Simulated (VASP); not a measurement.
Input of a VASP 6.6.1 run:

Contents of INCAR:

```
SYSTEM = Li
PREC = Accurate
ENCUT = 600
EDIFF = 1E-6
ISMEAR = -1
SIGMA = 0.05
LREAL = .FALSE.
LASPH = .TRUE.
NELM = 60
ALGO = Normal
ISIF = 3
LWAVE = .FALSE.
LCHARG = .FALSE.
GGA = PS
IBRION = 2
NSW = 100
EDIFFG = -0.002
PSTRESS = 150.0
```

Contents of KPOINTS:

```
Automatic mesh
0
G
  22 22 22
  0 0 0
```

The input POSCAR:

```
Li
1.0
    0.0000000000      2.1593736381      2.1593736381
    2.1593736381      0.0000000000      2.1593736381
    2.1593736381      2.1593736381      0.0000000000
Li
1
Direct
    0.0000000000      0.0000000000      0.0000000000
```

Potentials or basis: VASP PAW PBE potentials, release 64 (Li_sv).

Command:

```bash
$ cat potpaw_PBE.64/Li_sv/POTCAR > POTCAR
$ mpirun -np 1 vasp_std > vasp.out
```

Task: Estimate the relaxed cell.

Result: a = 2.596 Å, b = 2.596 Å, c = 2.596 Å, α = 60.00°, β = 60.00°, γ = 60.00°.

Task: What does it give for the relaxed volume?

Result: 12.37 Å³/atom.

Task: What does it give for the space group after relaxing (to 0.05 Å)?

Result: Fm-3m (No. 225).

The path:
| step | energy change (eV) | largest force (eV/Å) | pressure (GPa) | volume (Å³) |
| --- | --- | --- | --- | --- |
| 1 | 0.0000 | 0.0000 | -0.09 | 20.14 |
| 2 | 0.0756 | 0.0000 | 6.17 | 15.10 |
| 3 | 0.1902 | 0.0000 | 12.19 | 13.04 |
| 4 | 0.2525 | 0.0000 | 15.29 | 12.31 |
| 5 | 0.2401 | 0.0000 | 14.66 | 12.44 |
| 6 | 0.2402 | 0.0000 | 14.66 | 12.44 |
| 7 | 0.2404 | 0.0000 | 14.67 | 12.44 |
| 8 | 0.2404 | 0.0000 | 14.68 | 12.44 |
| 9 | 0.2404 | 0.0000 | 14.68 | 12.44 |
| 10 | 0.2404 | 0.0000 | 14.68 | 12.44 |
| 11 | 0.2405 | 0.0000 | 14.68 | 12.44 |
| 12 | 0.2405 | 0.0000 | 14.68 | 12.44 |
| 13 | 0.2406 | 0.0000 | 14.68 | 12.44 |
| 14 | 0.2407 | 0.0000 | 14.69 | 12.43 |
| 15 | 0.2410 | 0.0000 | 14.69 | 12.43 |
| 16 | 0.2417 | 0.0000 | 14.71 | 12.42 |
| 17 | 0.2429 | 0.0000 | 14.81 | 12.41 |
| 18 | 0.2455 | 0.0000 | 14.93 | 12.38 |
| 19 | 0.2506 | 0.0000 | 15.18 | 12.33 |
| 20 | 0.2469 | 0.0000 | 14.99 | 12.37 |

Caveat: the cutoff is under 1.25 times the usual one of these potentials, so pressure, stress and relaxed cells hold a basis-set (Pulay) error; the cell is relaxed towards a set pressure, so the enthalpy falls and the energy may rise; the volume moved by over 15 % at a fixed basis, so the end points are rough; the PAW data sets were made with another functional, which shifts forces and pressure a little.
